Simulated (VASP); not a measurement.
Input of a VASP 6.6.1 run:

The input INCAR:

```
SYSTEM = Ge
PREC = Accurate
ENCUT = 520
EDIFF = 1E-7
ISMEAR = -1
SIGMA = 0.1
LREAL = .FALSE.
LASPH = .TRUE.
NELM = 60
ALGO = Normal
ISIF = 2
LWAVE = .FALSE.
LCHARG = .FALSE.
GGA = RP
NBANDS = 13
```

Contents of KPOINTS:

```
regular mesh
0
G
  15 15 15
  0 0 0
```

The input POSCAR:

```
Ge
1.0
   -1.6822117685      1.6822117685      1.6822117685
    1.6822117685     -1.6822117685      1.6822117685
    1.6822117685      1.6822117685     -1.6822117685
Ge
1
Direct
    0.0000000000      0.0000000000      0.0000000000
```

Potentials or basis: VASP PAW PBE potentials, release 64 (Ge_d).

The run is started by

```sh
$ cat potpaw_PBE.64/Ge_d/POTCAR > POTCAR
$ mpirun -np 1 vasp_std > vasp.out
```

Task: Estimate the pressure.

Result: 2.1 GPa.

Task: Predict the band gap on the k mesh.

Result: Zero (bands 7 and 8 overlap by 12.13 eV).

Caveat: the PAW data sets were made with another functional, which shifts forces and pressure a little.
